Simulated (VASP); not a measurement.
# AlAu (Pm-3m) in VASP: a series of runs

The runs below take AlAu through single point, with LDA.

All numbers are computed with VASP 6.6.1; they aren't measurements. Logs are shortened: lines on timing, memory, paths and dates and some standing lists are left out, and cuts for length are marked.

## 1. The cell of the first run

It takes space group Pm-3m (No. 221, cubic). Conventional cell: a = 2.719 Å, b = 2.719 Å, c = 2.719 Å, α = 90.00°, β = 90.00°, γ = 90.00°. Al (site symmetry m-3m) has 8 Au at 2.35 Å and 6 Al at 2.72 Å within 3.1 Å. Within 3.1 Å of Au (site symmetry m-3m) lie 8 Al at 2.35 Å and 6 Au at 2.72 Å.

## 2. Single point, LDA

INCAR

```
PREC     = Accurate       # precision mode
ENCUT    = 520            # plane-wave cutoff, eV
EDIFF    = 1E-7           # SCF threshold, eV
ISMEAR   = -1             # smearing method
SIGMA    = 0.05           # smearing width, eV
LREAL    = False          # projectors in reciprocal space
LASPH    = True           # aspherical terms in the spheres
NELM     = 60             # most SCF steps
ALGO     = Normal         # electronic algorithm
ISIF     = 2              # what is computed and relaxed
LWAVE    = False          # write WAVECAR
LCHARG   = False          # write CHGCAR
GGA      = CA             # functional
NBANDS   = 14             # bands
```

KPOINTS

```
Automatic mesh
0
Gamma
  11 11 11
```

POSCAR

```
AlAu
1.0
    2.7191779938      0.0000000000      0.0000000000
    0.0000000000      2.7191779938      0.0000000000
    0.0000000000      0.0000000000      2.7191779938
Al Au
1 1
Direct
    0.0000000000      0.0000000000      0.0000000000
    0.5000000000      0.5000000000      0.5000000000
```

Potentials or basis: VASP PAW LDA potentials, release 64 (Al, Au).

Started as:

```sh
$ cat potpaw_LDA.64/Al/POTCAR potpaw_LDA.64/Au/POTCAR > POTCAR
$ mpirun -np 1 vasp_std > vasp.out
```

OUTCAR:

```text
PREC = Accurate
   ENCUT = 520
   EDIFF = 1E-7
   ISMEAR = -1
   LREAL = False
   LASPH = True
   NELM = 60
   ISIF = 2
   GGA = CA

 ion  position               nearest neighbor table
   1  0.000  0.000  0.000-   2 2.35   2 2.35   2 2.35   2 2.35   2 2.35   2 2.35   2 2.35   2 2.35

   2  0.500  0.500  0.500-   1 2.35   1 2.35   1 2.35   1 2.35   1 2.35   1 2.35   1 2.35   1 2.35

  LATTYP: Found a simple cubic cell.
 ALAT       =     2.7191779938

  Lattice vectors:

 A1 = (   2.7191779938,   0.0000000000,   0.0000000000)
 A2 = (   0.0000000000,   2.7191779938,   0.0000000000)
 A3 = (   0.0000000000,   0.0000000000,   2.7191779938)

Analysis of symmetry for initial positions (statically):
=====================================================================
 Subroutine PRICEL returns:
 Original cell was already a primitive cell.

 Routine SETGRP: Setting up the symmetry group for a
 simple cubic supercell.

 Subroutine GETGRP returns: Found 48 space group operations
 (whereof 48 operations were pure point group operations)
 out of a pool of 48 trial point group operations.

The static configuration has the point symmetry O_h .

Analysis of symmetry for dynamics (positions and initial velocities):
=====================================================================
 Subroutine PRICEL returns:
 Original cell was already a primitive cell.

 Routine SETGRP: Setting up the symmetry group for a
 simple cubic supercell.

 Subroutine GETGRP returns: Found 48 space group operations
 (whereof 48 operations were pure point group operations)
 out of a pool of 48 trial point group operations.

The dynamic configuration has the point symmetry O_h .

 Subroutine INISYM returns: Found 48 space group operations
 (whereof 48 operations are pure point group operations),
 and found     1 'primitive' translations

----------------------------------------------------------------------------------------

                                     Primitive cell

  volume of cell :      20.1054

  direct lattice vectors                    reciprocal lattice vectors
     2.719177994  0.000000000  0.000000000     0.367758198  0.000000000  0.000000000
     0.000000000  2.719177994  0.000000000     0.000000000  0.367758198  0.000000000
     0.000000000  0.000000000  2.719177994     0.000000000  0.000000000  0.367758198

  length of vectors
     2.719177994  2.719177994  2.719177994     0.367758198  0.367758198  0.367758198

  position of ions in fractional coordinates (direct lattice)
     0.000000000  0.000000000  0.000000000
     0.500000000  0.500000000  0.500000000

  ion indices of the primitive-cell ions
   primitive index   ion index
                 1           1
                 2           2

----------------------------------------------------------------------------------------

 KPOINTS: Automatic mesh

Automatic generation of k-mesh.
 Grid dimensions read from file:
 generate k-points for:   11   11   11

 Generating k-lattice:

  Cartesian coordinates                     Fractional coordinates (reciprocal lattice)
     0.033432563  0.000000000  0.000000000     0.090909091  0.000000000  0.000000000
     0.000000000  0.033432563  0.000000000     0.000000000  0.090909091  0.000000000
     0.000000000  0.000000000  0.033432563     0.000000000  0.000000000  0.090909091

  Length of vectors
     0.033432563  0.033432563  0.033432563

  Shift w.r.t. Gamma in fractional coordinates (k-lattice)
     0.000000000  0.000000000  0.000000000

 Subroutine IBZKPT returns following result:
 ===========================================

 Found     56 irreducible k-points:

 Following reciprocal coordinates:
            Coordinates               Weight
  0.000000  0.000000  0.000000      1.000000
  0.090909  0.000000  0.000000      6.000000
  0.181818  0.000000  0.000000      6.000000
  0.272727  0.000000  0.000000      6.000000
  0.363636  0.000000  0.000000      6.000000
  0.454545  0.000000  0.000000      6.000000
[... 16 lines left out ...]
  0.181818  0.090909  0.090909     24.000000
  0.272727  0.090909  0.090909     24.000000
 [... further k-points ...]
   k-points           NKPTS =     56   k-points in BZ     NKDIM =     56   number of bands    NBANDS=     14
   number of dos      NEDOS =    301   number of ions     NIONS =      2
   total plane-waves  NPLWV =   8000
   dimension x,y,z NGX =    20 NGY =   20 NGZ =   20
   dimension x,y,z NGXF=    40 NGYF=   40 NGZF=   40
   ions per type =               1   1
   NGX,Y,Z   is equivalent  to a cutoff of  12.23, 12.23, 12.23 a.u.
   NGXF,Y,Z  is equivalent  to a cutoff of  24.46, 24.46, 24.46 a.u.
 SYSTEM =  unknown system
   PREC   = accura    normal or accurate (medium, high low for compatibility)
   ISTART =      0    job   : 0-new  1-cont  2-samecut
   ICHARG =      2    charge: 1-file 2-atom 10-const
   ISPIN  =      1    spin polarized calculation?
   LNONCOLLINEAR =      F non collinear calculations
   LSORBIT =      F    spin-orbit coupling
   LASPH  =      T    aspherical Exc in radial PAW
   ENCUT  =  520.0 eV  38.22 Ry    6.18 a.u.   5.06  5.06  5.06*2*pi/ulx,y,z
   NELM   =     60;   NELMIN=  2; NELMDL= -5     # of ELM steps
   EDIFF  = 0.1E-06   stopping-criterion for ELM
   LREAL  =      F    real-space projection
   EDIFFG = 0.1E-05   stopping-criterion for IOM
   NSW    =      0    number of steps for IOM
   IBRION =     -1    ionic relax: 0-MD 1-quasi-New 2-CG
   NFREE  =      0    steps in history (QN), initial steepest desc. (CG)
   ISIF   =      2    stress and relaxation
   ISYM   =      2    0-nonsym 1-usesym 2-fastsym
   POTIM  = 0.5000    time-step for ionic-motion
   TEBEG  =    0.0;   TEEND  =   0.0 temperature during run
   PSTRESS=    0.0 pullay stress
   NELECT =      14.0000    total number of electrons
   NUPDOWN=      -1.0000    fix difference up-down
   EMIN   =  10.00;   EMAX   =-10.00  energy-range for DOS
   EFERMI =   0.00;   METHOD = LEGACY
   ISMEAR =    -1;   SIGMA  =   0.05  broadening in eV -4-tet -1-fermi 0-gaus
   EFERMI_NEDOS =   21; number of points for ismear=-14 and -15
   IALGO  =     38    algorithm
   IMIX   =      4    mixing-type and parameters
     AMIX     =   0.40;   BMIX     =  1.00
     AMIX_MAG =   1.60;   BMIX_MAG =  1.00
  volume/ion in A,a.u.               =      10.05        67.84
  Fermi-wavevector in a.u.,A,eV,Ry     =   1.451042  2.742071 28.647363  2.105522
  Thomas-Fermi vector in A             =   2.568584
   LORBIT       =      0    0 simple, 1 ext, 2 COOP (PROOUT), +10 PAW based schemes
   GGA     = CA    functional components
   LHFCALC =     F    Hartree Fock is set to
   AEXX    =    0.0000 exact exchange contribution
   IVDW    =     0    specifies the selected vdW correction
   LEPSILON=     F    determine dielectric tensor
   LRPA    =     F    only Hartree local field effects (RPA)
 non-spin polarized calculation
  energy-cutoff  :      520.00
  volume of cell :       20.11
 maximum number of plane-waves:       552
   NGX = 11   NGY = 11   NGZ = 11

 number of electron      13.9999995 magnetization

 Free energy of the ion-electron system (eV)
  ---------------------------------------------------
  ext. energy  EPLUGINS =         0.00000000
  ---------------------------------------------------
  free energy    TOTEN  =        -4.89823135 eV

  energy without entropy =       -4.89541524  energy(sigma->0) =       -4.89682329

 E-fermi :  19.3913     XC(G=0): -14.3586

 val. band max:       19.3336327354   @ k =   0.4545   0.4545   0.3636
 cond. band min:      19.5111920528   @ k =   0.4545   0.3636   0.0000
 fundamental gap:      0.1775593174
 Fermi energy:        19.3912940188

 k-point     1 :       0.0000    0.0000    0.0000
  band No.  band energies     occupation
      1       1.7167      2.00000
      2       7.2095      2.00000
      3       7.2095      2.00000
      4      11.8911      2.00000
      5      11.8911      2.00000
      6      11.8911      2.00000
      7      21.9380      0.00000
      8      21.9380      0.00000
      9      21.9380      0.00000
     10      27.4407      0.00000
     11      27.4407      0.00000
     12      32.7537      0.00000
     13      36.4500      0.00000
     14      36.4500      0.00000

 k-point     2 :       0.0909    0.0000    0.0000
  band No.  band energies     occupation
      1       1.9234      2.00000
      2       7.2698      2.00000
      3       7.3397      2.00000
      4      11.6846      2.00000
      5      11.6846      2.00000
      6      11.9153      2.00000
      7      20.9290      0.00000
      8      22.2854      0.00000
      9      22.2854      0.00000
     10      26.8564      0.00000
     11      28.1468      0.00000
     12      33.4016      0.00000
     13      36.2339      0.00000
     14      36.2339      0.00000

 k-point     3 :       0.1818    0.0000    0.0000
  band No.  band energies     occupation
      1       2.5139      2.00000
      2       7.4371      2.00000
      3       7.6899      2.00000
      4      11.1815      2.00000
      5      11.1815      2.00000
      6      11.9807      2.00000
      7      18.9983      1.99923
      8      23.1958      0.00000
      9      23.1958      0.00000
     10      25.5557      0.00000
     11      29.1545      0.00000
     12      35.3179      0.00000
     13      35.3896      0.00000
     14      35.3896      0.00000
[... 324 lines left out ...]
 k-point    23 :       0.1818    0.0909    0.0909
  band No.  band energies     occupation
      1       2.9164      2.00000
      2       7.6597      2.00000
      3       7.8548      2.00000
      4      10.9501      2.00000
      5      10.9784      2.00000
      6      11.5648      2.00000
      7      19.5662      0.05877
      8      22.2703      0.00000
      9      22.4564      0.00000
     10      26.7646      0.00000
     11      29.4339      0.00000
     12      34.7059      0.00000
     13      35.5682      0.00000
     14      35.6048      0.00000

 k-point    24 :       0.2727    0.0909    0.0909
  band No.  band energies     occupation
      1       3.7861      2.00000
      2       7.8898      2.00000
      3       8.2204      2.00000
      4      10.3591      2.00000
      5      10.5021      2.00000
      6      11.6537      2.00000
      7      17.6337      2.00000
      8      23.0549      0.00000
      9      23.4842      0.00000
     10      25.8605      0.00000
     11      30.8521      0.00000
     12      32.6252      0.00000
     13      34.3080      0.00000
     14      35.5832      0.00000

 [... further k-points ...]

------------------------ aborting loop because EDIFF is reached ----------------------------------------

  FORCE on cell =-STRESS in cart. coord.  units (eV):
  Direction    XX          YY          ZZ          XY          YZ          ZX
  --------------------------------------------------------------------------------------
  -------------------------------------------------------------------------------------
  Total       23.8315052     23.8315052     23.8315052      0.0000000      0.0000000     -0.0000000
  in kB     1899.1057381   1899.1057381   1899.1057381      0.0000000      0.0000000     -0.0000000
  external PRESSURE =    1899.1057381 kB  Pullay stress =       0.0000000 kB

 VOLUME and BASIS-vectors are now :
 -----------------------------------------------------------------------------
  energy-cutoff  :      520.00
  volume of cell :       20.11
      direct lattice vectors                 reciprocal lattice vectors
     2.719177994  0.000000000  0.000000000     0.367758198  0.000000000  0.000000000
     0.000000000  2.719177994  0.000000000     0.000000000  0.367758198  0.000000000
     0.000000000  0.000000000  2.719177994     0.000000000  0.000000000  0.367758198

 POSITION                                       TOTAL-FORCE (eV/Angst)
 -----------------------------------------------------------------------------------
      0.00000      0.00000      0.00000         0.000000      0.000000      0.000000
      1.35959      1.35959      1.35959         0.000000      0.000000      0.000000
 -----------------------------------------------------------------------------------
    total drift:                               -0.000000      0.000000     -0.000000

  FREE ENERGIE OF THE ION-ELECTRON SYSTEM (eV)
  ---------------------------------------------------
  free  energy   TOTEN  =        -4.8982313504 eV

  energy  without entropy=       -4.8954152389  energy(sigma->0) =       -4.89682329
```

Wall time 12 s (1 thread of Intel Xeon Platinum 8375C at 2.90GHz (Ice Lake), shared host); peak memory 0.13 GiB.

Results:

- Free energy: -4.8982 eV
- Pressure: 189.9 GPa
- Band gap on the k mesh: zero (band 7 reaches 21.94 eV, above the bottom of band 8 at 18.52 eV)

Levels at points of the mesh, in eV from the Fermi level:
| k point | band 4 | band 5 | band 6 | band 7 | band 8 | band 9 | band 10 | band 11 |
| --- | --- | --- | --- | --- | --- | --- | --- | --- |
| (0.00, 0.00, 0.00) | -7.50 | -7.50 | -7.50 | 2.55 | 2.55 | 2.55 | 8.05 | 8.05 |

Caveat: spin-orbit coupling is left out, which moves the levels of the heavy elements.

## 3. Single point, LDA

INCAR

```
SYSTEM = AlAu
ALGO = Normal ; EDIFF = 1E-6
ENCUT = 520 ; GGA = CA
ISIF = 2 ; ISMEAR = -1
LASPH = .True. ; LCHARG = .False.
LREAL = .False. ; LWAVE = .False.
NBANDS = 14 ; NELM = 100
PREC = Accurate ; SIGMA = 0.05
```

KPOINTS

```
k-points
0
Gamma
  11 11 11
  0 0 0
```

POSCAR is that of step 2.

Potentials or basis: VASP PAW LDA potentials, release 64 (Al, Au).

Started as:

```sh
$ cat potpaw_LDA.64/Al/POTCAR potpaw_LDA.64/Au/POTCAR > POTCAR
$ mpirun -np 1 vasp_std > vasp.out
```

It took 8.7 s on 1 thread of Intel Xeon Platinum 8375C at 2.90GHz (Ice Lake), shared host; peak memory 0.13 GiB.

It converged, with:

- Free energy: -4.8982 eV
- Pressure: 189.9 GPa
- Band gap on the k mesh: zero (band 7 reaches 21.94 eV, above the bottom of band 8 at 18.52 eV)

Levels at points of the mesh, in eV from the Fermi level:
| k point | band 3 | band 4 | band 5 | band 6 | band 7 | band 8 | band 9 | band 10 | band 11 | band 12 |
| --- | --- | --- | --- | --- | --- | --- | --- | --- | --- | --- |
| (0.00, 0.00, 0.00) | -12.18 | -7.50 | -7.50 | -7.50 | 2.55 | 2.55 | 2.55 | 8.05 | 8.05 | 13.36 |

Caveat: spin-orbit coupling is left out, which moves the levels of the heavy elements.

[end of part 1 of 2]
